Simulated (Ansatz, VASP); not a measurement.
## GeN in VASP and in Ansatz

```xyz
4
Lattice="1.9313 -4.5421 0.0000 1.9313 4.5421 0.0000 0.0000 0.0000 3.2903" Properties=species:S:1:pos:R:3 pbc="T T T"
Ge    1.9313   -1.2718    0.8226
Ge    1.9313    1.2718    2.4678
N     1.9313   -3.9062    0.8226
N     1.9313    3.9062    2.4678
```

Alike in both runs: task single point; functional PBE; k mesh 6 × 6 × 6; occupations gaussian, width 0.1 eV; no spin polarisation.

|  | VASP | Ansatz |
| --- | --- | --- |
| version | VASP 6.6.1 | Ansatz 0.2.0 |
| potentials or method | VASP PAW PBE potentials, release 64 (Ge_d, N), cutoff 520 eV | scalar-relativistic, plane waves, PAW |
| valence electrons in the cell | 38 | 38 |

|  | VASP | Ansatz | Ansatz less VASP |
| --- | --- | --- | --- |
| gap on the k mesh at the Fermi level (eV) | none | none | - |
| pressure (GPa) | -8.5 | -8.4 | +0.01 |
| traceless stress, the component that is largest in VASP (GPa) | -2.35 | -2.36 | -0.007 |
| rms of the force components (eV/Å) | 0.025 | 0.024 | -0.0010 |

Atom by atom the forces differ by 0.002 eV/Å (rms over components). A gap of «none» marks a metal or a gap that the smearing closes.
